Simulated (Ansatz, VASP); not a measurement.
## One calculation of Te3As4, two programs

```
Te As
1.0
    -3.55016    3.55016    3.55016
     3.55016   -3.55016    3.55016
     3.55016    3.55016   -3.55016
Te As
3 4
Direct
  0.00000 0.50000 0.50000
  0.50000 0.00000 0.50000
  0.50000 0.50000 0.00000
  0.50000 0.50000 0.50000
  0.00000 0.00000 0.50000
  0.00000 0.50000 0.00000
  0.50000 0.00000 0.00000
```

Alike in both runs: functional PBE; k mesh 4 × 4 × 4; occupations gaussian, width 0.1 eV; no spin polarisation.

Ansatz relaxed the structure, and its values are those at the end. VASP's run is a single point on that final structure, the one shown.

|  | VASP | Ansatz |
| --- | --- | --- |
| version | VASP 6.6.1 | Ansatz 0.2.0 |
| potentials or method | VASP PAW PBE potentials, release 64 (Te, As), cutoff 520 eV | scalar-relativistic, plane waves, PAW |
| valence electrons in the cell | 38 | 108 |

```tsv
	VASP	Ansatz	Ansatz less VASP
gap on the k mesh at the Fermi level (eV)	none	none	-
pressure (GPa)	-0.3	-0.3	+0.03
```

A gap of «none» marks a metal or a gap that the smearing closes. The functional is the same, so the differences come from potentials, cutoffs and numerics. VASP's potentials hold 38 valence electrons a cell and Ansatz's 108, so a difference there can come from the potentials and not from the codes.

Neither program's run includes spin-orbit coupling.
